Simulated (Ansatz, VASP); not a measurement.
**One calculation of In, two programs**

```
CELL_PARAMETERS angstrom
-1.88253 1.88253 1.88253
1.88253 -1.88253 1.88253
1.88253 1.88253 -1.88253
ATOMIC_POSITIONS crystal
In 0.00000 0.00000 0.00000
```

Alike in both runs: task relaxation of cell and atoms; functional RPBE; dispersion D4; k mesh 10 × 10 × 10; occupations fermi-dirac, width 0.05 eV; no spin polarisation.

```csv
,VASP,Ansatz
version,VASP 6.6.1,Ansatz 0.2.0
potentials or method,"VASP PAW PBE potentials, release 64 (In_d)",Ansatz PAW
plane-wave cutoff (eV),600,420
valence electrons in the cell,13,13
```

|  | VASP | Ansatz | Ansatz less VASP |
| --- | --- | --- | --- |
| gap on the k mesh at the Fermi level, each at its own relaxed structure (eV) | none | none | - |
| relaxed volume (Å³/atom) | 26.52 | 26.56 | +0.033 |
| relaxed cell length with the largest relative difference (Å) | 3.254 | 3.255 | +0.0014 |

VASP's potentials were made for PBE, not for RPBE. A gap of «none» marks a metal or a gap that the smearing closes.

Noted on Ansatz's run: the plane-wave basis is chosen anew once the cell has moved, so the energies of steps on either side of that aren't comparable.
